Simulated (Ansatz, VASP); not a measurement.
One calculation of Se, two programs

```
Se
1.0
    -1.75810    1.75810    1.75810
     1.75810   -1.75810    1.75810
     1.75810    1.75810   -1.75810
Se
1
Direct
  0.00000 0.00000 0.00000
```

Alike in both runs: task single point; functional RPBE; k mesh 14 × 14 × 14; occupations fermi-dirac, width 0.1 eV; no spin polarisation.

|  | VASP | Ansatz |
| --- | --- | --- |
| version | VASP 6.6.1 | Ansatz 0.2.0 |
| potentials or method | VASP PAW PBE potentials, release 64 (Se), cutoff 520 eV | plane waves (420 eV) with PAW, scalar-relativistic |
| valence electrons in the cell | 6 | 16 |

```tsv
	VASP	Ansatz	Ansatz less VASP
pressure (GPa)	-2.1	-2.1	+0.05
```

VASP's potentials were made for PBE, not for RPBE. VASP's potentials hold 6 valence electrons a cell and Ansatz's 16, so a difference there can come from the potentials and not from the codes.
